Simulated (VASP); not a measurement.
A run of VASP 6.6.1 is set up as follows.

File INCAR:

```
SYSTEM = Si3N4
ALGO = Normal
EDIFF = 1E-7
EDIFFG = -0.01
ENCUT = 600
GGA = PS
IBRION = 2
ISIF = 3
ISMEAR = -1
LASPH = .True.
LCHARG = .False.
LREAL = .False.
LWAVE = .False.
NELM = 100
NSW = 60
PREC = Accurate
PSTRESS = 100.0
SIGMA = 0.05
```

KPOINTS

```
k-points
0
Gamma
  7 7 7
  0 0 0
```

POSCAR

```
Si3N4
1.0
    4.1307800000      0.0000000000      0.0000000000
    0.0000000000      4.1307800000      0.0000000000
    0.0000000000      0.0000000000      4.1307800000
Si N
3 4
Direct
    0.0000000000      0.0000000000      0.5000000000
    0.5000000000      0.0000000000      0.0000000000
    0.0000000000      0.5000000000      0.0000000000
    0.2395200000      0.2395200000      0.7604800000
    0.7604800000      0.7604800000      0.7604800000
    0.2395200000      0.7604800000      0.2395200000
    0.7604800000      0.2395200000      0.2395200000
```

Potentials or basis: VASP PAW PBE potentials, release 64 (Si, N).

Launch:

```bash
$ cat potpaw_PBE.64/Si/POTCAR potpaw_PBE.64/N/POTCAR > POTCAR
$ mpirun -np 1 vasp_std > vasp.out
```

Problem. Predict the space group after relaxing (to 0.1 Å).

Solution. P-43m (No. 215).

Problem. What does it give for the relaxed cell?

Solution. a = 4.047 Å, b = 4.047 Å, c = 4.047 Å, α = 90.00°, β = 90.00°, γ = 90.00°.

Problem. Estimate the band gap on the k mesh.

Solution. 2.58 eV (least direct gap 2.78 eV).

Step by step:
```csv
step,energy change (eV),largest force (eV/Å),pressure (GPa),volume (Å³)
1,0.0000,0.0486,-3.98,70.48
2,0.7541,1.3971,36.13,61.90
3,0.0564,0.4593,9.61,66.93
4,0.0607,0.4704,9.91,66.86
5,0.0654,0.1142,9.95,66.41
6,0.0730,0.0004,9.98,66.27
```

Caveat: the cell is relaxed towards a set pressure, so the run minimises the enthalpy, not the energy; the PAW data sets were made with another functional, which shifts forces and pressure a little; an odd mesh through Γ misses points on the zone boundary, where band edges can lie.
